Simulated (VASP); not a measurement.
Wanted: the native input for a VASP 6.6.1 run.

```
Task                   : single point
Functional             : PBEsol
Potentials or basis    : VASP PAW PBE potentials, release 64 (Ga_d, As)
Cutoff                 : 520 eV
k mesh                 : 10 × 10 × 6
Occupations            : gaussian, width 0.01 eV
Spin                   : no spin polarisation
Dipole correction      : no
Further INCAR settings : ALGO = Normal; EDIFF = 1e-07; NBANDS = 26
```

The structure of GaAs lies in POSCAR:

```
GaAs
1.0
    2.8289764104      2.8289764104      0.0000000000
   -2.8289764104      2.8289764104      0.0000000000
    0.0000000000      0.0000000000      5.7711118773
Ga As
2 2
Direct
    0.0000000000      0.0000000000      0.0000000000
    0.5000000000      0.5000000000      0.5000000000
    0.5000000000      0.0000000000      0.7500000000
    0.0000000000      0.5000000000      0.2500000000
```

This cell differs from its parent crystal: strain along c alone, the other axes held: +2.0 %.

One way to write it, as run:

INCAR

```
PREC = Accurate
ENCUT = 520
EDIFF = 1E-7
ISMEAR = 0
SIGMA = 0.01
LREAL = False
LASPH = True
NELM = 100
ALGO = Normal
ISIF = 2
LWAVE = False
LCHARG = False
GGA = PS
NBANDS = 26
```

KPOINTS

```
regular mesh
0
Gamma
  10 10 6
```

Potentials or basis: VASP PAW PBE potentials, release 64 (Ga_d, As).

Run with:

```console
$ cat potpaw_PBE.64/Ga_d/POTCAR potpaw_PBE.64/As/POTCAR > POTCAR
$ mpirun -np 1 vasp_std > vasp.out
```

It gave:

| Quantity | Value |
| --- | --- |
| Pressure | -1.1 GPa |
| Band gap on the k mesh | 0.25 eV |

Caveat: the cell differs from its parent crystal (strain along c alone, the other axes held: +2.0 %); the PAW data sets were made with another functional, which shifts forces and pressure a little.

Wall time 3.5 min on 1 thread of AMD EPYC 7R43 64-Core Processor (Zen 3) (shared host), peak memory 0.27 GiB.
